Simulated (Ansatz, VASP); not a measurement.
**InAs in VASP and in Ansatz**

Contents of POSCAR:

```
InAs
1.0
    0.0000000000      3.0240445683      3.0240445683
    3.0240445683      0.0000000000      3.0240445683
    3.0240445683      3.0240445683      0.0000000000
In As
1 1
Direct
    0.0000000000      0.0000000000      0.0000000000
    0.2500000000      0.2500000000      0.2500000000
```

File INCAR.step1:

```
ALGO = Normal
EDIFF = 1E-5
ENCUT = 560
GGA = PE
GGA_COMPAT = False
ISMEAR = -1
LASPH = True
LCHARG = False
LREAL = False
LWAVE = True
NBANDS = 21
NELM = 120
PREC = Accurate
SIGMA = 0.02
```

The input INCAR.step2:

```
ALGO = Normal
EDIFF = 1E-6
ENCUT = 560
GGA_COMPAT = False
ISIF = 2
ISMEAR = -1
ISTART = 1
LASPH = True
LCHARG = False
LMIXTAU = True
LREAL = False
LWAVE = False
METAGGA = R2SCAN
NBANDS = 21
NELM = 120
PREC = Accurate
SIGMA = 0.02
```

Contents of KPOINTS:

```
k-points
0
Gamma
  8 8 8
```

Input for Ansatz:

```yaml
crystal:
  lattice:
    - [0.0, 3.0240445683, 3.0240445683]
    - [3.0240445683, 0.0, 3.0240445683]
    - [3.0240445683, 3.0240445683, 0.0]
  atoms:
    - { symbol: In, position: [0.0, 0.0, 0.0] }
    - { symbol: As, position: [0.25, 0.25, 0.25] }
kpoints:
  mp_grid: { grid: [8, 8, 8] }
  band_path:
    path:
      - [0.0, 0.0, 0.0]
      - [-0.5, -0.5, 0.0]
      - [-0.375, -0.375, 0.25]
      - [-0.375, 0.0, 0.375]
      - [0.0, 0.0, 0.5]
      - [-0.5, -0.25, 0.25]
    npoints: 1
hamiltonian:
  xc: r2scan
scf:
  occupations: { method: fermi_dirac, width: 0.02 }
  n_extra_bands: 4
output:
  forces: true
  stress: true
  eigenvalues: true
  write_density: true
  write_potential: true
  elf: true
  volumetric_format: npy
```

Change from the starting cell: hydrostatic strain -1.0%.

Alike in both runs: task single point; functional r2SCAN; k mesh 8 × 8 × 8; occupations fermi-dirac, width 0.02 eV; no spin polarisation.

```csv
,VASP,Ansatz
version,VASP 6.6.1,Ansatz 0.2.0
potentials or method,"VASP PAW PBE potentials, release 64 (In_d, As_d)","plane waves, PAW"
plane-wave cutoff (eV),560,500
valence electrons in the cell,28,28
```

VASP gave:

- pressure (GPa): 1.9

Q: What did Ansatz give for the same quantities?

A: Pressure (GPa): 1.8.

VASP's potentials were made for PBE, not for r2SCAN.
